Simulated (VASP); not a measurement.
The system is LiCl.

```
Cl Li
1.0
     0.00000    2.51241    2.51241
     2.51241    0.00000    2.51241
     2.51241    2.51241    0.00000
Cl Li
1 1
Direct
  0.50000 0.50000 0.50000
  0.00000 0.00000 0.00000
```

This cell differs from its parent crystal: volume scaled by 0.94.

Program: VASP 6.6.1. Alike in all runs: task single point; potentials or basis VASP PAW PBE potentials, release 64 (Cl, Li_sv); no spin polarisation; cell as given; k mesh 9 × 9 × 9; cutoff (eV) 520; smearing fermi-dirac 0.05 eV.

Q: Order these runs on this cell by their band gap on the k mesh, lowest first.
A. level PBEsol
B. level PBE
C. level r2SCAN

A: A (6.50 eV), B (6.71 eV), C (7.66 eV).

A k mesh can miss the band edges.
